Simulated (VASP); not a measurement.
# NaScTe2 (P4/mmm) in VASP: notebook, part 2 of 2

VASP 6.6.1. The steps go on from the part before.

## 3. Single point, PBE (volume changed by -6%)

The input, INCAR:

```
PREC = Accurate ; ENCUT = 520
EDIFF = 1E-7 ; ISMEAR = -1
SIGMA = 0.02 ; LREAL = False
LASPH = True ; NELM = 80
ALGO = Normal ; ISIF = 2
LWAVE = False ; LCHARG = True
GGA = PE ; LELF = True
LVHAR = True ; NBANDS = 23
```

The input, KPOINTS:

```
regular mesh
0
Gamma
  6 6 4
```

The input, POSCAR:

```
NaScTe2
1.0
    4.2313812517      0.0000000000      0.0000000000
    0.0000000000      4.2313812517      0.0000000000
    0.0000000000      0.0000000000      5.8063099880
Na Te Sc
1 2 1
Direct
    0.0000000000      0.0000000000      0.0000000000
    0.0000000000      0.0000000000      0.5000000000
    0.5000000000      0.5000000000      0.0000000000
    0.5000000000      0.5000000000      0.5000000000
```

Potentials or basis: VASP PAW PBE potentials, release 64 (Na_pv, Te, Sc_sv).

Started as:

```bash
> cat potpaw_PBE.64/Na_pv/POTCAR potpaw_PBE.64/Te/POTCAR potpaw_PBE.64/Sc_sv/POTCAR > POTCAR
> mpirun -np 1 vasp_std > vasp.out
```

OUTCAR:

```text
PREC = Accurate
   ENCUT = 520
   EDIFF = 1E-7
   ISMEAR = -1
   LREAL = False
   LASPH = True
   NELM = 80
   ISIF = 2
   GGA = PE

 ion  position               nearest neighbor table
   1  0.000  0.000  0.000-   2 2.90   2 2.90   3 2.99   3 2.99   3 2.99   3 2.99
   2  0.000  0.000  0.500-   1 2.90   1 2.90   4 2.99   4 2.99   4 2.99   4 2.99
   3  0.500  0.500  0.000-   4 2.90   4 2.90   1 2.99   1 2.99   1 2.99   1 2.99
   4  0.500  0.500  0.500-   3 2.90   3 2.90   2 2.99   2 2.99   2 2.99   2 2.99

  LATTYP: Found a simple tetragonal cell.
 ALAT       =     4.2313812517
 C/A-ratio  =     1.3722020406

  Lattice vectors:

 A1 = (   4.2313812517,   0.0000000000,   0.0000000000)
 A2 = (   0.0000000000,   4.2313812517,   0.0000000000)
 A3 = (   0.0000000000,   0.0000000000,   5.8063099880)

Analysis of symmetry for initial positions (statically):
=====================================================================
 Subroutine PRICEL returns:
 Original cell was already a primitive cell.

 Routine SETGRP: Setting up the symmetry group for a
 simple tetragonal supercell.

 Subroutine GETGRP returns: Found 16 space group operations
 (whereof 16 operations were pure point group operations)
 out of a pool of 16 trial point group operations.

The static configuration has the point symmetry D_4h.

Analysis of symmetry for dynamics (positions and initial velocities):
=====================================================================
 Subroutine PRICEL returns:
 Original cell was already a primitive cell.

 Routine SETGRP: Setting up the symmetry group for a
 simple tetragonal supercell.

 Subroutine GETGRP returns: Found 16 space group operations
 (whereof 16 operations were pure point group operations)
 out of a pool of 16 trial point group operations.

The dynamic configuration has the point symmetry D_4h.

 Subroutine INISYM returns: Found 16 space group operations
 (whereof 16 operations are pure point group operations),
 and found     1 'primitive' translations

----------------------------------------------------------------------------------------

                                     Primitive cell

  volume of cell :     103.9596

  direct lattice vectors                    reciprocal lattice vectors
     4.231381252  0.000000000  0.000000000     0.236329449  0.000000000  0.000000000
     0.000000000  4.231381252  0.000000000     0.000000000  0.236329449  0.000000000
     0.000000000  0.000000000  5.806309988     0.000000000  0.000000000  0.172226423

  length of vectors
     4.231381252  4.231381252  5.806309988     0.236329449  0.236329449  0.172226423

  position of ions in fractional coordinates (direct lattice)
     0.000000000  0.000000000  0.000000000
     0.000000000  0.000000000  0.500000000
     0.500000000  0.500000000  0.000000000
     0.500000000  0.500000000  0.500000000

  ion indices of the primitive-cell ions
   primitive index   ion index
                 1           1
                 2           2
                 3           3
                 4           4

----------------------------------------------------------------------------------------

 KPOINTS: regular mesh

Automatic generation of k-mesh.
 Grid dimensions read from file:
 generate k-points for:    6    6    4

 Generating k-lattice:

  Cartesian coordinates                     Fractional coordinates (reciprocal lattice)
     0.039388242  0.000000000  0.000000000     0.166666667  0.000000000  0.000000000
     0.000000000  0.039388242  0.000000000     0.000000000  0.166666667  0.000000000
     0.000000000  0.000000000  0.043056606     0.000000000  0.000000000  0.250000000

  Length of vectors
     0.039388242  0.039388242  0.043056606

  Shift w.r.t. Gamma in fractional coordinates (k-lattice)
     0.000000000  0.000000000  0.000000000

 Subroutine IBZKPT returns following result:
 ===========================================

 Found     30 irreducible k-points:

 Following reciprocal coordinates:
            Coordinates               Weight
  0.000000  0.000000  0.000000      1.000000
  0.166667  0.000000  0.000000      4.000000
  0.333333  0.000000  0.000000      4.000000
  0.500000  0.000000  0.000000      2.000000
  0.166667  0.166667  0.000000      4.000000
  0.333333  0.166667  0.000000      8.000000
[... 16 lines left out ...]
  0.333333  0.000000  0.500000      4.000000
  0.500000  0.000000  0.500000      2.000000
 [... further k-points ...]
   k-points           NKPTS =     30   k-points in BZ     NKDIM =     30   number of bands    NBANDS=     23
   number of dos      NEDOS =    301   number of ions     NIONS =      4
   total plane-waves  NPLWV =  49152
   dimension x,y,z NGX =    32 NGY =   32 NGZ =   48
   dimension x,y,z NGXF=    64 NGYF=   64 NGZF=   96
   ions per type =               1   2   1
   NGX,Y,Z   is equivalent  to a cutoff of  12.57, 12.57, 13.74 a.u.
   NGXF,Y,Z  is equivalent  to a cutoff of  25.14, 25.14, 27.49 a.u.
 SYSTEM =  unknown system
   PREC   = accura    normal or accurate (medium, high low for compatibility)
   ISTART =      0    job   : 0-new  1-cont  2-samecut
   ICHARG =      2    charge: 1-file 2-atom 10-const
   ISPIN  =      1    spin polarized calculation?
   LNONCOLLINEAR =      F non collinear calculations
   LSORBIT =      F    spin-orbit coupling
   LASPH  =      T    aspherical Exc in radial PAW
   ENCUT  =  520.0 eV  38.22 Ry    6.18 a.u.   7.87  7.87 10.80*2*pi/ulx,y,z
   NELM   =     80;   NELMIN=  2; NELMDL= -5     # of ELM steps
   EDIFF  = 0.1E-06   stopping-criterion for ELM
   LREAL  =      F    real-space projection
   EDIFFG = 0.1E-05   stopping-criterion for IOM
   NSW    =      0    number of steps for IOM
   IBRION =     -1    ionic relax: 0-MD 1-quasi-New 2-CG
   NFREE  =      0    steps in history (QN), initial steepest desc. (CG)
   ISIF   =      2    stress and relaxation
   ISYM   =      2    0-nonsym 1-usesym 2-fastsym
   POTIM  = 0.5000    time-step for ionic-motion
   TEBEG  =    0.0;   TEEND  =   0.0 temperature during run
   PSTRESS=    0.0 pullay stress
   NELECT =      30.0000    total number of electrons
   NUPDOWN=      -1.0000    fix difference up-down
   EMIN   =  10.00;   EMAX   =-10.00  energy-range for DOS
   EFERMI =   0.00;   METHOD = LEGACY
   ISMEAR =    -1;   SIGMA  =   0.02  broadening in eV -4-tet -1-fermi 0-gaus
   EFERMI_NEDOS =   21; number of points for ismear=-14 and -15
   IALGO  =     38    algorithm
   IMIX   =      4    mixing-type and parameters
     AMIX     =   0.40;   BMIX     =  1.00
     AMIX_MAG =   1.60;   BMIX_MAG =  1.00
  volume/ion in A,a.u.               =      25.99       175.39
  Fermi-wavevector in a.u.,A,eV,Ry     =   1.081833  2.044369 15.923764  1.170364
  Thomas-Fermi vector in A             =   2.217860
   LORBIT       =      0    0 simple, 1 ext, 2 COOP (PROOUT), +10 PAW based schemes
   GGA     = PE    functional components
   LHFCALC =     F    Hartree Fock is set to
   AEXX    =    0.0000 exact exchange contribution
   IVDW    =     0    specifies the selected vdW correction
   LEPSILON=     F    determine dielectric tensor
   LRPA    =     F    only Hartree local field effects (RPA)
 non-spin polarized calculation
  energy-cutoff  :      520.00
  volume of cell :      103.96
 maximum number of plane-waves:      2824
 NGX is ok and might be reduce to    32
   NGX = 15   NGY = 15   NGZ = 21

 number of electron      30.0000001 magnetization

 Free energy of the ion-electron system (eV)
  ---------------------------------------------------
  ext. energy  EPLUGINS =         0.00000000
  ---------------------------------------------------
  free energy    TOTEN  =       -17.76849245 eV

  energy without entropy =      -17.76782026  energy(sigma->0) =      -17.76815635

 E-fermi :   4.8770     XC(G=0):  -9.4016

 val. band max:        4.8542129354   @ k =   0.1667   0.0000   0.0000
 cond. band min:       5.0250784181   @ k =   0.0000   0.0000   0.0000
 fundamental gap:      0.1708654827
 Fermi energy:         4.8769837797

 k-point     1 :       0.0000    0.0000    0.0000
  band No.  band energies     occupation
      1     -45.5025      2.00000
      2     -24.1371      2.00000
      3     -24.1371      2.00000
      4     -24.0380      2.00000
      5     -18.1717      2.00000
      6     -18.1350      2.00000
[... 613 lines left out ...]
     22       9.4078      0.00000
     23      10.5003      0.00000

 [... further k-points ...]

------------------------ aborting loop because EDIFF is reached ----------------------------------------

  FORCE on cell =-STRESS in cart. coord.  units (eV):
  Direction    XX          YY          ZZ          XY          YZ          ZX
  --------------------------------------------------------------------------------------
  -------------------------------------------------------------------------------------
  Total        1.8685250      1.8685250      2.4646055      0.0000000     -0.0000000      0.0000000
  in kB       28.7968479     28.7968479     37.9833671      0.0000000     -0.0000000      0.0000000
  external PRESSURE =      31.8590210 kB  Pullay stress =       0.0000000 kB

 VOLUME and BASIS-vectors are now :
 -----------------------------------------------------------------------------
  energy-cutoff  :      520.00
  volume of cell :      103.96
      direct lattice vectors                 reciprocal lattice vectors
     4.231381252  0.000000000  0.000000000     0.236329449  0.000000000  0.000000000
     0.000000000  4.231381252  0.000000000     0.000000000  0.236329449  0.000000000
     0.000000000  0.000000000  5.806309988     0.000000000  0.000000000  0.172226423

 POSITION                                       TOTAL-FORCE (eV/Angst)
 -----------------------------------------------------------------------------------
      0.00000      0.00000      0.00000         0.000000      0.000000      0.000000
      0.00000      0.00000      2.90315         0.000000      0.000000      0.000000
      2.11569      2.11569      0.00000         0.000000      0.000000      0.000000
      2.11569      2.11569      2.90315         0.000000      0.000000      0.000000
 -----------------------------------------------------------------------------------
    total drift:                                0.000000      0.000000     -0.000000

  FREE ENERGIE OF THE ION-ELECTRON SYSTEM (eV)
  ---------------------------------------------------
  free  energy   TOTEN  =       -17.7684924522 eV

  energy  without entropy=      -17.7678202578  energy(sigma->0) =      -17.76815635
```

stdout:

```text
POSCAR found type information on POSCAR NaTeSc
 POSCAR found :  3 types and       4 ions
 scaLAPACK will be used
 LDA part: xc-table for (Slater+PW92), standard interpolation
 POSCAR, INCAR and KPOINTS ok, starting setup
 FFT: planning ... GRIDC
 FFT: planning ... GRID_SOFT
 FFT: planning ... GRID
 WAVECAR not read
 entering main loop
```

It took 62 s on 1 thread of Intel Xeon Platinum 8488C (Sapphire Rapids), shared host; peak memory 0.25 GiB.

What came out:

- Free energy: -17.7685 eV
- Pressure: 3.2 GPa
- Band gap on the k mesh: zero (band 15 reaches 5.17 eV, above the bottom of band 16 at 4.76 eV)

Caveat: spin-orbit coupling is left out, which moves the levels of the heavy elements.
